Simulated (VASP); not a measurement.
A run of VASP 6.6.1:

Contents of POSCAR:

```
GaN
1.0
    3.1900000000      0.0000000000      0.0000000000
   -1.5950000000      2.7626210381      0.0000000000
    0.0000000000      0.0000000000      5.1900000000
Ga N
2 2
Direct
    0.3333333333      0.6666666667      0.0000000000
    0.6666666667      0.3333333333      0.5000000000
    0.3333333333      0.6666666667      0.3770000000
    0.6666666667      0.3333333333      0.8770000000
```

INCAR.step1

```
SYSTEM = GaN
PREC     = Accurate       ! precision mode
ENCUT    = 520            ! plane-wave cutoff, eV
EDIFF    = 1E-5           ! SCF threshold, eV
ISMEAR   = 0              ! smearing method
SIGMA    = 0.01           ! smearing width, eV
LREAL    = .FALSE.        ! projectors in reciprocal space
LASPH    = .TRUE.         ! aspherical terms in the spheres
NELM     = 60             ! most SCF steps
ALGO     = Normal         ! electronic algorithm
ISIF     = 2              ! what is computed and relaxed
LWAVE    = .TRUE.         ! write WAVECAR
LCHARG   = .FALSE.        ! write CHGCAR
NBANDS   = 26             ! bands
GGA      = PE             ! functional
```

The input INCAR.step2:

```
SYSTEM = GaN
PREC     = Accurate       ! precision mode
ENCUT    = 520            ! plane-wave cutoff, eV
EDIFF    = 1E-6           ! SCF threshold, eV
ISMEAR   = 0              ! smearing method
SIGMA    = 0.01           ! smearing width, eV
LREAL    = .FALSE.        ! projectors in reciprocal space
LASPH    = .TRUE.         ! aspherical terms in the spheres
NELM     = 60             ! most SCF steps
ALGO     = Normal         ! electronic algorithm
ISIF     = 2              ! what is computed and relaxed
LWAVE    = .FALSE.        ! write WAVECAR
LCHARG   = .FALSE.        ! write CHGCAR
GGA      = PE             ! functional
LHFCALC  = .TRUE.         ! exact exchange
HFSCREEN = 0.2079         ! screening, 1/A
PRECFOCK = Normal       
NBANDS   = 26             ! bands
ISTART   = 1
```

KPOINTS

```
regular mesh
0
G
  4 4 3
  0 0 0
```

Potentials or basis: VASP PAW PBE potentials, release 64 (Ga_d, N).

Command:

```sh
$ cat potpaw_PBE.64/Ga_d/POTCAR potpaw_PBE.64/N/POTCAR > POTCAR
$ cp INCAR.step1 INCAR
$ mpirun -np 1 vasp_std > vasp.out
$ cp INCAR.step2 INCAR
$ mpirun -np 1 vasp_std > vasp.out
```

Hardware: 1 thread of AMD EPYC 7R13 Processor (Zen 3), on a shared host.

Problem. Estimate the wall time of this run.

Solution. It took 17 min on 1 thread of AMD EPYC 7R13 Processor (Zen 3), with other jobs on the host, peak memory 0.23 GiB. Counts: k points 8.
